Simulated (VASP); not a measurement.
Set up this calculation in VASP 6.6.1, as the native input.

```yaml
Task: relaxation of cell and atoms
Functional: PBE
Potentials_or_basis: VASP PAW PBE potentials, release 64 (Y_sv)
Cutoff: 600 eV
k_mesh: 8 × 8 × 8
Occupations: fermi-dirac, width 0.05 eV
Spin: no spin polarisation
Dipole_correction: no
Further_INCAR_settings: ALGO = Normal; EDIFF = 1e-07; IBRION = 2; EDIFFG = -0.01; NSW = 80; ISIF = 3
```

The structure of Y lies in POSCAR:

```
Y
1.0
    3.3100000000      0.0000000000      0.0000000000
    0.0000000000      3.3100000000      0.0000000000
    0.0000000000      0.0000000000      3.3100000000
Y
1
Direct
    0.0000000000      0.0000000000      0.0000000000
```

This isn't the form of Y at room conditions, which is hcp.

The input as run:

INCAR

```
  PREC = Accurate
  ENCUT = 600
  EDIFF = 1E-7
  ISMEAR = -1
  SIGMA = 0.05
  LREAL = False
  LASPH = True
  NELM = 100
  ALGO = Normal
  ISIF = 3
  LWAVE = False
  LCHARG = False
  GGA = PE
  IBRION = 2
  NSW = 80
  EDIFFG = -0.01
```

KPOINTS

```
Automatic mesh
0
Gamma
  8 8 8
```

Potentials or basis: VASP PAW PBE potentials, release 64 (Y_sv).

Run with:

```console
$ cat potpaw_PBE.64/Y_sv/POTCAR > POTCAR
$ mpirun -np 1 vasp_std > vasp.out
```

Results of the run:

```yaml
Relaxed_volume: 34.46 Å³/atom
Relaxed_cell: a = 3.254 Å, b = 3.254 Å, c = 3.254 Å, α = 90.00°, β = 90.00°, γ = 90.00°
Space_group_after_relaxing_to_0.1_Å: Pm-3m (No. 221)
Energy_gained_by_relaxing: 7.6 meV/atom
Ionic_steps: 3
Pressure_after_relaxing: 0.0 GPa
Band_gap_on_the_k_mesh: zero (an odd number of electrons rules out a gap without spin polarisation)
```

Run time: 75 s on 1 thread of AMD EPYC 7R13, with other jobs on the host, peak memory 0.15 GiB.
